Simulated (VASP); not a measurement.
Runs of VASP 6.6.1 on SrCl2. The structure is trigonal, space group P-3m1 (No. 164). Conventional cell: a = 4.407 Å, b = 4.407 Å, c = 5.596 Å, α = 90.00°, β = 90.00°, γ = 120.00°. Within 3.8 Å of Sr (site symmetry -3m) lie 6 Cl at 2.90 Å. Within 3.8 Å of Cl (site symmetry 3m) lie 3 Sr at 2.90 Å and 6 Cl at 3.77 to 3.79 Å. 

```csv
level,potentials or basis,k mesh,gap on the mesh (eV),pressure (GPa),largest force (eV/Å)
LDA,"VASP PAW LDA potentials, release 64 (Sr_sv, Cl)",6 × 6 × 2,4.71,(a),(b)
PBE,"VASP PAW PBE potentials, release 64 (Sr_sv, Cl)",6 × 6 × 2,5.16,1.3,0.02
r2SCAN,"VASP PAW PBE potentials, release 64 (Sr_sv, Cl)",6 × 6 × 2,5.79,0.7,0.01
PBE,"VASP PAW PBE potentials, release 64 (Sr_sv, Cl)",6 × 6 × 4,5.16,1.3,0.02
```

Alike in all rows: task single point; no spin polarisation; cell as given; cutoff (eV) 520; smearing gaussian 0.01 eV.

**Question.** Estimate the missing entries.

**Answer.** (a) -1.9; (b) 0.20.

Caveats: some runs use coarse meshes; the PAW data sets were made with another functional, which shifts forces and pressure a little (some runs).

A k mesh can miss the band edges, and the runs leave out spin-orbit coupling on Sr.
